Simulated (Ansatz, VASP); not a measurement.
Two plane-wave programs on Ta

File INCAR:

```
SYSTEM = Ta
  ALGO = Fast
  EDIFF = 1E-6
  ENCUT = 520
  GGA = PE
  ISIF = 2
  ISMEAR = 0
  LASPH = .TRUE.
  LCHARG = .FALSE.
  LREAL = .FALSE.
  LWAVE = .FALSE.
  NBANDS = 12
  NELM = 100
  PREC = Accurate
  SIGMA = 0.15
```

Contents of KPOINTS:

```
k-points
0
G
  20 20 20
  0 0 0
```

The input POSCAR:

```
Ta
1.0
   -1.6677928000      1.6512800000      1.6677928000
    1.6347672000     -1.6512800000      1.6347672000
    1.6677928000      1.6512800000     -1.6677928000
Ta
1
Direct
    0.0000000000      0.0000000000      0.0000000000
```

Input for Ansatz:

```yaml
crystal:
  lattice:
    - [-1.6677928, 1.65128, 1.6677928]
    - [1.6347672, -1.65128, 1.6347672]
    - [1.6677928, 1.65128, -1.6677928]
  atoms:
    - { symbol: Ta, position: [0.0, 0.0, 0.0] }
basis:
  ecutwfc: 420
kpoints:
  mp_grid: { grid: [20, 20, 20] }
hamiltonian:
  xc: pbe
scf:
  occupations: { method: gaussian, width: 0.15 }
output:
  forces: true
  stress: true
  eigenvalues: true
```

Change from the starting cell: strain -0.0200 x Voigt [0, 0, 0, 0, 1, 0], atoms carried along.

Alike in both runs: task single point; functional PBE; k mesh 20 × 20 × 20; occupations gaussian, width 0.15 eV; no spin polarisation.

|  | VASP | Ansatz |
| --- | --- | --- |
| version | VASP 6.6.1 | Ansatz 0.2.0 |
| potentials or method | VASP PAW PBE potentials, release 64 (Ta_pv), cutoff 520 eV | scalar-relativistic, plane waves, PAW |
| valence electrons in the cell | 11 | 13 |

```tsv
	VASP	Ansatz	Ansatz less VASP
gap on the k mesh at the Fermi level (eV)	none	none	-
pressure (GPa)	3.3	3.2	-0.10
traceless stress, the component that is largest in VASP (GPa)	1.64	1.64	-0.001
```

A gap of «none» marks a metal or a gap that the smearing closes. With one functional, cell and mesh, what is left measures potentials, basis and numerics. VASP's potentials hold 11 valence electrons a cell and Ansatz's 13, so a difference there can come from the potentials and not from the codes.

Spin-orbit coupling is off throughout.
